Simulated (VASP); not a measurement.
Input of a VASP 6.6.1 run:

File INCAR:

```
PREC = Accurate
ENCUT = 500
EDIFF = 1E-6
ISMEAR = 0
SIGMA = 0.0883
LREAL = False
LASPH = True
NELM = 120
ALGO = Normal
ISIF = 2
LWAVE = False
LCHARG = True
GGA = PE
LELF = True
LVHAR = True
NBANDS = 12
GGA_COMPAT = False
```

Contents of KPOINTS:

```
Automatic mesh
0
Gamma
  14 14 14
```

POSCAR

```
Ta
1.0
   -1.6625390000      1.6625390000      1.6625390000
    1.6625390000     -1.6625390000      1.6625390000
    1.6625390000      1.6625390000     -1.6625390000
Ta
1
Direct
    0.0000000000      0.0000000000      0.0000000000
```

Potentials or basis: VASP PAW PBE potentials, release 64 (Ta_pv).

The run is started by

```sh
$ cat potpaw_PBE.64/Ta_pv/POTCAR > POTCAR
$ mpirun -np 1 vasp_std > vasp.out
```

Question: What does it give for the pressure?

Answer: -1.1 GPa.
